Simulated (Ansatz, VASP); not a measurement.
Ti: VASP beside Ansatz

INCAR

```
SYSTEM = Ti
PREC = Accurate
ENCUT = 520
EDIFF = 1E-6
ISMEAR = -1
SIGMA = 0.05
LREAL = .False.
LASPH = .True.
NELM = 150
ALGO = Normal
ISIF = 2
LWAVE = .False.
LCHARG = .False.
ISPIN = 2
MAGMOM = 1 1
LORBIT = 11
LMAXMIX = 4
GGA = CA
NBANDS = 23
```

File KPOINTS:

```
Automatic mesh
0
Gamma
  21 21 12
  0 0 0
```

File POSCAR:

```
Ti
1.0
    2.8630414375      0.0000000000      0.0000000000
   -1.4315207188      2.4794666170      0.0000000000
    0.0000000000      0.0000000000      4.5396745029
Ti
2
Direct
    0.3333333333      0.6666666667      0.2500000000
    0.6666666667      0.3333333333      0.7500000000
```

Input for Ansatz:

```yaml
crystal:
  lattice:
    - [2.8630414375, 0.0, 0.0]
    - [-1.4315207188, 2.479466617, 0.0]
    - [0.0, 0.0, 4.5396745029]
  atoms:
    - { symbol: Ti, position: [0.3333333333, 0.6666666667, 0.25], spin: 1.0 }
    - { symbol: Ti, position: [0.6666666667, 0.3333333333, 0.75], spin: 1.0 }
hamiltonian:
  xc: lda
  pseudopotentials:
    kind: paw
    azcp:
      Ti: "pseudopotentials/Ti.paw.azcp"
basis:
  ecutwfc: 420
  fft_grid_basis: typed
kpoints:
  mp_grid: { grid: [21, 21, 12], shift: [0, 0, 0] }
magnetization:
  spin_polarized: true
scf:
  occupations: { method: fermi_dirac, width: 0.05 }
output:
  stress: true
```

Alike in both runs: task single point; functional LDA; k mesh 21 × 21 × 12; occupations fermi-dirac, width 0.05 eV; collinear spin.

|  | VASP | Ansatz |
| --- | --- | --- |
| version | VASP 6.6.1 | Ansatz 0.2.0 |
| potentials or method | VASP PAW LDA potentials, release 64 (Ti_sv), cutoff 520 eV | plane waves (420 eV) with PAW, scalar-relativistic |
| valence electrons in the cell | 24 | 24 |

```csv
,VASP,Ansatz,Ansatz less VASP
pressure (GPa),-0.2,-0.1,+0.10
"traceless stress, the component that is largest in VASP (GPa)",-0.09,-0.12,-0.030
net moment per atom (μB),0.00,0.00,0.000
```

Ansatz warns that its potentials were made for another functional, while VASP's fit it. LDA's correlation is that of Perdew and Zunger in VASP and of Perdew and Wang (1992) in Ansatz. Ansatz's warnings: seeded moment not kept.
